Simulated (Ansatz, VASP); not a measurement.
**Mg: VASP beside Ansatz**

```
Mg
1.0
    14.00000    0.00000    0.00000
     0.00000   14.40000    0.00000
     0.00000    0.00000   14.80000
Mg
1
Direct
  0.50000 0.50000 0.50000
```

Alike in both runs: task single point; functional RPBE; k mesh 1 × 1 × 1; occupations fermi-dirac, width 0.01 eV; collinear spin.

```csv
,VASP,Ansatz
version,VASP 6.6.1,Ansatz 0.2.0
potentials or method,"VASP PAW PBE potentials, release 64 (Mg), cutoff 520 eV","plane waves (420 eV) with PAW, scalar-relativistic"
valence electrons in the cell,2,10
```

```tsv
	VASP	Ansatz	Ansatz less VASP
gap on the k mesh at the Fermi level (eV)	3.33	3.33	-0.001
net moment per atom (μB)	0.00	0.00	0.000
```

VASP's potentials were made for PBE, not for RPBE. VASP's potentials hold 2 valence electrons a cell and Ansatz's 10, so a difference there can come from the potentials and not from the codes. Ansatz's warnings: seeded moment not kept.
